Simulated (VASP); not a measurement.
Input of a VASP 6.6.1 run:

Contents of INCAR:

```
PREC = Accurate
ENCUT = 600
EDIFF = 1E-6
ISMEAR = 0
SIGMA = 0.15
LREAL = F
LASPH = T
NELM = 120
ALGO = Normal
ISIF = 2
LWAVE = F
LCHARG = T
GGA = PE
LELF = T
LVHAR = T
NBANDS = 24
GGA_COMPAT = F
```

The input KPOINTS:

```
regular mesh
0
Gamma
  3 3 3
```

The input POSCAR:

```
KMgF3
1.0
    4.0690537632      0.0000000000      0.0000000000
    0.0000000000      4.0690537632      0.0000000000
    0.0000000000      0.0000000000      4.0691854068
K Mg F
1 1 3
Direct
    0.5000000000      0.5000000000      0.9878307258
    0.0000000000      0.0000000000      0.4875736025
    0.5000000000      0.0000000000      0.4875067880
    0.0000000000      0.0000000000      0.9875450757
    0.0000000000      0.5000000000      0.4875067880
```

Potentials or basis: VASP PAW PBE potentials, release 64 (K_sv, Mg, F).

Command:

```sh
$ cat potpaw_PBE.64/K_sv/POTCAR potpaw_PBE.64/Mg/POTCAR potpaw_PBE.64/F/POTCAR > POTCAR
$ mpirun -np 1 vasp_std > vasp.out
```

**Question.** What does it give for the pressure?

**Answer.** -1.2 GPa.

**Question.** Estimate the band gap on the k mesh.

**Answer.** 7.00 eV (least direct gap 7.17 eV).

Forces on the atoms (eV/Å):
```
K    0.000  0.000 -0.002
Mg   0.000  0.000  0.000
F    0.000  0.000  0.001
F    0.000  0.000  0.000
F    0.000  0.000  0.001
```

Caveat: the k points lie up to 0.51 Å⁻¹ apart; an odd mesh through Γ misses points on the zone boundary, where band edges can lie.
